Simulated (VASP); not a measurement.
# MgH2 (P4_2/mnm) in VASP: a series of runs

The runs below take MgH2 through single point, with PBE.

Program: VASP 6.6.1. These are calculated values, not measurements. Logs are shortened: lines on timing, memory, paths and dates and some standing lists are left out, and cuts for length are marked.

### Step 1. The cell of the first run

Symmetry: P4_2/mnm, No. 136, tetragonal system. The conventional cell has a = 4.424 Å, b = 4.424 Å, c = 2.951 Å, α = 90.00°, β = 90.00°, γ = 90.00°. Within 2.5 Å of Mg (site symmetry mmm) lie 6 H at 1.90 to 1.92 Å. H (site symmetry m2m) has 3 Mg at 1.90 to 1.92 Å and 1 H at 2.45 Å within 2.5 Å.

### Step 2. Single point, PBE (volume changed by -6%)

Contents of INCAR:

```
  ALGO = Normal
  EDIFF = 1E-7
  ENCUT = 520
  GGA = PE
  ISIF = 2
  ISMEAR = 0
  LASPH = T
  LCHARG = F
  LREAL = F
  LWAVE = F
  NBANDS = 13
  NELM = 80
  PREC = Accurate
  SIGMA = 0.01
```

Contents of KPOINTS:

```
k-points
0
Gamma
  6 6 8
```

Contents of POSCAR:

```
MgH2
1.0
    4.4239688434      0.0000000000      0.0000000000
    0.0000000000      4.4239688434      0.0000000000
    0.0000000000      0.0000000000      2.9511790282
Mg H
2 4
Direct
    0.0000000000      0.0000000000      0.0000000000
    0.5000000000      0.5000000000      0.5000000000
    0.3044145892      0.3044145892      0.0000000000
    0.1955854108      0.8044145892      0.5000000000
    0.8044145892      0.1955854108      0.5000000000
    0.6955854108      0.6955854108      0.0000000000
```

Potentials or basis: VASP PAW PBE potentials, release 64 (Mg, H).

The run is started by

```console
> cat potpaw_PBE.64/Mg/POTCAR potpaw_PBE.64/H/POTCAR > POTCAR
> mpirun -np 1 vasp_std > vasp.out
```

OUTCAR:

```text
EDIFF = 1E-7
   ENCUT = 520
   GGA = PE
   ISIF = 2
   ISMEAR = 0
   LASPH = T
   LREAL = F
   NELM = 80
   PREC = Accurate

 ion  position               nearest neighbor table
   1  0.000  0.000  0.000-   3 1.90   6 1.90   5 1.92   4 1.92   4 1.92   5 1.92   2 3.46   2 3.46
                             2 3.46   2 3.46   2 3.46   2 3.46   2 3.46   2 3.46
   2  0.500  0.500  0.500-   4 1.90   5 1.90   3 1.92   6 1.92   3 1.92   6 1.92   1 3.46   1 3.46
                             1 3.46   1 3.46   1 3.46   1 3.46   1 3.46   1 3.46
   3  0.304  0.304  0.000-   1 1.90   2 1.92   2 1.92
   4  0.196  0.804  0.500-   2 1.90   1 1.92   1 1.92
   5  0.804  0.196  0.500-   2 1.90   1 1.92   1 1.92
   6  0.696  0.696  0.000-   1 1.90   2 1.92   2 1.92

  LATTYP: Found a simple tetragonal cell.
 ALAT       =     4.4239688434
 C/A-ratio  =     0.6670885652

  Lattice vectors:

 A1 = (   4.4239688434,   0.0000000000,   0.0000000000)
 A2 = (   0.0000000000,   4.4239688434,   0.0000000000)
 A3 = (   0.0000000000,   0.0000000000,   2.9511790282)

Analysis of symmetry for initial positions (statically):
=====================================================================
 Subroutine PRICEL returns:
 Original cell was already a primitive cell.

 Routine SETGRP: Setting up the symmetry group for a
 simple tetragonal supercell.

 Subroutine GETGRP returns: Found 16 space group operations
 (whereof  8 operations were pure point group operations)
 out of a pool of 16 trial point group operations.

The static configuration has the point symmetry D_2h.
 The point group associated with its full space group is D_4h.

Analysis of symmetry for dynamics (positions and initial velocities):
=====================================================================
 Subroutine PRICEL returns:
 Original cell was already a primitive cell.

 Routine SETGRP: Setting up the symmetry group for a
 simple tetragonal supercell.

 Subroutine GETGRP returns: Found 16 space group operations
 (whereof  8 operations were pure point group operations)
 out of a pool of 16 trial point group operations.

The dynamic configuration has the point symmetry D_2h.
 The point group associated with its full space group is D_4h.

 Subroutine INISYM returns: Found 16 space group operations
 (whereof  8 operations are pure point group operations),
 and found     1 'primitive' translations

----------------------------------------------------------------------------------------

                                     Primitive cell

  volume of cell :      57.7590

  direct lattice vectors                    reciprocal lattice vectors
     4.423968843  0.000000000  0.000000000     0.226041375  0.000000000  0.000000000
     0.000000000  4.423968843  0.000000000     0.000000000  0.226041375  0.000000000
     0.000000000  0.000000000  2.951179028     0.000000000  0.000000000  0.338847623

  length of vectors
     4.423968843  4.423968843  2.951179028     0.226041375  0.226041375  0.338847623

  position of ions in fractional coordinates (direct lattice)
     0.000000000  0.000000000  0.000000000
     0.500000000  0.500000000  0.500000000
     0.304414589  0.304414589  0.000000000
     0.195585411  0.804414589  0.500000000
     0.804414589  0.195585411  0.500000000
     0.695585411  0.695585411  0.000000000

  ion indices of the primitive-cell ions
   primitive index   ion index
                 1           1
                 2           2
                 3           3
                 4           4
                 5           5
                 6           6

----------------------------------------------------------------------------------------

 KPOINTS: k-points

Automatic generation of k-mesh.
 Grid dimensions read from file:
 generate k-points for:    6    6    8

 Generating k-lattice:

  Cartesian coordinates                     Fractional coordinates (reciprocal lattice)
     0.037673562  0.000000000  0.000000000     0.166666667  0.000000000  0.000000000
     0.000000000  0.037673562  0.000000000     0.000000000  0.166666667  0.000000000
     0.000000000  0.000000000  0.042355953     0.000000000  0.000000000  0.125000000

  Length of vectors
     0.037673562  0.037673562  0.042355953

  Shift w.r.t. Gamma in fractional coordinates (k-lattice)
     0.000000000  0.000000000  0.000000000

 Subroutine IBZKPT returns following result:
 ===========================================

 Found     50 irreducible k-points:

 Following reciprocal coordinates:
            Coordinates               Weight
  0.000000  0.000000  0.000000      1.000000
  0.166667  0.000000  0.000000      4.000000
  0.333333  0.000000  0.000000      4.000000
  0.500000  0.000000  0.000000      2.000000
  0.166667  0.166667  0.000000      4.000000
  0.333333  0.166667  0.000000      8.000000
[... 16 lines left out ...]
  0.333333  0.000000  0.250000      8.000000
  0.500000  0.000000  0.250000      4.000000
 [... further k-points ...]
   k-points           NKPTS =     50   k-points in BZ     NKDIM =     50   number of bands    NBANDS=     13
   number of dos      NEDOS =    301   number of ions     NIONS =      6
   total plane-waves  NPLWV =  31104
   dimension x,y,z NGX =    36 NGY =   36 NGZ =   24
   dimension x,y,z NGXF=    72 NGYF=   72 NGZF=   48
   ions per type =               2   4
   NGX,Y,Z   is equivalent  to a cutoff of  13.53, 13.53, 13.52 a.u.
   NGXF,Y,Z  is equivalent  to a cutoff of  27.06, 27.06, 27.04 a.u.
 SYSTEM =  unknown system
   PREC   = accura    normal or accurate (medium, high low for compatibility)
   ISTART =      0    job   : 0-new  1-cont  2-samecut
   ICHARG =      2    charge: 1-file 2-atom 10-const
   ISPIN  =      1    spin polarized calculation?
   LNONCOLLINEAR =      F non collinear calculations
   LSORBIT =      F    spin-orbit coupling
   LASPH  =      T    aspherical Exc in radial PAW
   ENCUT  =  520.0 eV  38.22 Ry    6.18 a.u.   8.23  8.23  5.49*2*pi/ulx,y,z
   NELM   =     80;   NELMIN=  2; NELMDL= -5     # of ELM steps
   EDIFF  = 0.1E-06   stopping-criterion for ELM
   LREAL  =      F    real-space projection
   EDIFFG = 0.1E-05   stopping-criterion for IOM
   NSW    =      0    number of steps for IOM
   IBRION =     -1    ionic relax: 0-MD 1-quasi-New 2-CG
   NFREE  =      0    steps in history (QN), initial steepest desc. (CG)
   ISIF   =      2    stress and relaxation
   ISYM   =      2    0-nonsym 1-usesym 2-fastsym
   POTIM  = 0.5000    time-step for ionic-motion
   TEBEG  =    0.0;   TEEND  =   0.0 temperature during run
   PSTRESS=    0.0 pullay stress
   NELECT =       8.0000    total number of electrons
   NUPDOWN=      -1.0000    fix difference up-down
   EMIN   =  10.00;   EMAX   =-10.00  energy-range for DOS
   EFERMI =   0.00;   METHOD = LEGACY
   ISMEAR =     0;   SIGMA  =   0.01  broadening in eV -4-tet -1-fermi 0-gaus
   EFERMI_NEDOS =   21; number of points for ismear=-14 and -15
   IALGO  =     38    algorithm
   IMIX   =      4    mixing-type and parameters
     AMIX     =   0.40;   BMIX     =  1.00
     AMIX_MAG =   1.60;   BMIX_MAG =  1.00
  volume/ion in A,a.u.               =       9.63        64.96
  Fermi-wavevector in a.u.,A,eV,Ry     =   0.847029  1.600653  9.761610  0.717458
  Thomas-Fermi vector in A             =   1.962470
   LORBIT       =      0    0 simple, 1 ext, 2 COOP (PROOUT), +10 PAW based schemes
   GGA     = PE    functional components
   LHFCALC =     F    Hartree Fock is set to
   AEXX    =    0.0000 exact exchange contribution
   IVDW    =     0    specifies the selected vdW correction
   LEPSILON=     F    determine dielectric tensor
   LRPA    =     F    only Hartree local field effects (RPA)
 non-spin polarized calculation
 Gauss-broadening in eV      SIGMA  =   0.01
  energy-cutoff  :      520.00
  volume of cell :       57.76
 maximum number of plane-waves:      1584
 NGX is ok and might be reduce to    36
   NGX = 17   NGY = 17   NGZ = 11

 number of electron       8.0000000 magnetization

 Free energy of the ion-electron system (eV)
  ---------------------------------------------------
  ext. energy  EPLUGINS =         0.00000000
  ---------------------------------------------------
  free energy    TOTEN  =       -17.61796861 eV

  energy without entropy =      -17.61796861  energy(sigma->0) =      -17.61796861

 E-fermi :  -0.2860     XC(G=0):  -8.6016

 val. band max:       -0.3436143380   @ k =   0.1667   0.1667   0.1250
 cond. band min:       3.5872968236   @ k =   0.3333   0.3333   0.5000
 fundamental gap:      3.9309111616
 Fermi energy:        -0.2860359622

 k-point     1 :       0.0000    0.0000    0.0000
  band No.  band energies     occupation
      1      -7.0647      2.00000
      2      -1.8624      2.00000
      3      -1.8624      2.00000
      4      -0.7781      2.00000
      5       4.3373      0.00000
      6       4.9127      0.00000
      7       9.1150      0.00000
      8       9.1150      0.00000
      9      10.9038      0.00000
     10      11.3850      0.00000
     11      12.3098      0.00000
     12      15.3417      0.00000
     13      15.3417      0.00000

 k-point     2 :       0.1667    0.0000    0.0000
  band No.  band energies     occupation
      1      -6.8727      2.00000
      2      -2.7806      2.00000
      3      -1.7344      2.00000
      4      -0.4334      2.00000
      5       4.5222      0.00000
      6       5.3591      0.00000
      7       7.8177      0.00000
      8       9.6326      0.00000
      9      11.5612      0.00000
     10      12.3849      0.00000
     11      12.8385      0.00000
[... 339 lines left out ...]
 k-point    24 :       0.5000    0.0000    0.2500
  band No.  band energies     occupation
      1      -4.4913      2.00000
      2      -4.4913      2.00000
      3      -0.6696      2.00000
      4      -0.6696      2.00000
      5       5.5960      0.00000
      6       5.5960      0.00000
      7       7.2762      0.00000
      8       7.2762      0.00000
      9       9.2590      0.00000
     10       9.2590      0.00000
     11      12.9176      0.00000
     12      12.9176      0.00000
     13      14.5563      0.00000

 [... further k-points ...]

------------------------ aborting loop because EDIFF is reached ----------------------------------------

  FORCE on cell =-STRESS in cart. coord.  units (eV):
  Direction    XX          YY          ZZ          XY          YZ          ZX
  --------------------------------------------------------------------------------------
  -------------------------------------------------------------------------------------
  Total        1.0332756      1.0332756      1.4711370      0.0000000      0.0000000      0.0000000
  in kB       28.6620379     28.6620379     40.8078797      0.0000000      0.0000000      0.0000000
  external PRESSURE =      32.7106518 kB  Pullay stress =       0.0000000 kB

 VOLUME and BASIS-vectors are now :
 -----------------------------------------------------------------------------
  energy-cutoff  :      520.00
  volume of cell :       57.76
      direct lattice vectors                 reciprocal lattice vectors
     4.423968843  0.000000000  0.000000000     0.226041375  0.000000000  0.000000000
     0.000000000  4.423968843  0.000000000     0.000000000  0.226041375  0.000000000
     0.000000000  0.000000000  2.951179028     0.000000000  0.000000000  0.338847623

 POSITION                                       TOTAL-FORCE (eV/Angst)
 -----------------------------------------------------------------------------------
      0.00000      0.00000      0.00000         0.000000     -0.000000      0.000000
      2.21198      2.21198      1.47559         0.000000     -0.000000      0.000000
      1.34672      1.34672      0.00000        -0.016182     -0.016182      0.000000
      0.86526      3.55871      1.47559         0.016182     -0.016182      0.000000
      3.55871      0.86526      1.47559        -0.016182      0.016182      0.000000
      3.07725      3.07725      0.00000         0.016182      0.016182      0.000000
 -----------------------------------------------------------------------------------
    total drift:                                0.000000     -0.000000     -0.000000

  FREE ENERGIE OF THE ION-ELECTRON SYSTEM (eV)
  ---------------------------------------------------
  free  energy   TOTEN  =       -17.6179686105 eV

  energy  without entropy=      -17.6179686105  energy(sigma->0) =      -17.61796861
```

It took 42 s on 1 thread of AMD EPYC 7R13, shared host; peak memory 0.16 GiB.

What came out:

* Free energy: -17.6180 eV
* Pressure: 3.3 GPa
* Largest force: 0.023 eV/Å
* Band gap on the k mesh: 3.93 eV, indirect (least direct gap 4.74 eV)

Forces on the atoms (eV/Å):
```
Mg   0.000  0.000  0.000
Mg   0.000  0.000  0.000
H   -0.016 -0.016  0.000
H    0.016 -0.016  0.000
H   -0.016  0.016  0.000
H    0.016  0.016  0.000
```

Levels at points of the mesh, in eV from the valence-band top:
```tsv
k point	band 1	band 2	band 3	band 4	band 5	band 6	band 7	band 8
(0.00, 0.00, 0.00)	-6.72	-1.52	-1.52	-0.43	4.68	5.26	9.46	9.46
(0.50, 0.00, 0.00)	-5.04	-5.04	-0.53	-0.53	5.45	5.45	10.35	10.35
(0.50, 0.50, 0.00)	-3.90	-3.90	-2.89	-2.89	9.39	9.39	9.47	9.47
(0.00, 0.00, 0.50)	-3.15	-3.15	-0.08	-0.08	6.67	6.67	6.96	6.96
(0.50, 0.00, 0.50)	-2.37	-2.37	-1.13	-1.13	5.31	5.31	7.03	7.03
(0.50, 0.50, 0.50)	-1.95	-1.95	-1.01	-1.01	4.05	4.05	4.19	4.19
```

 A k mesh can miss the band edges.

(Continued in part 2 of 2.)
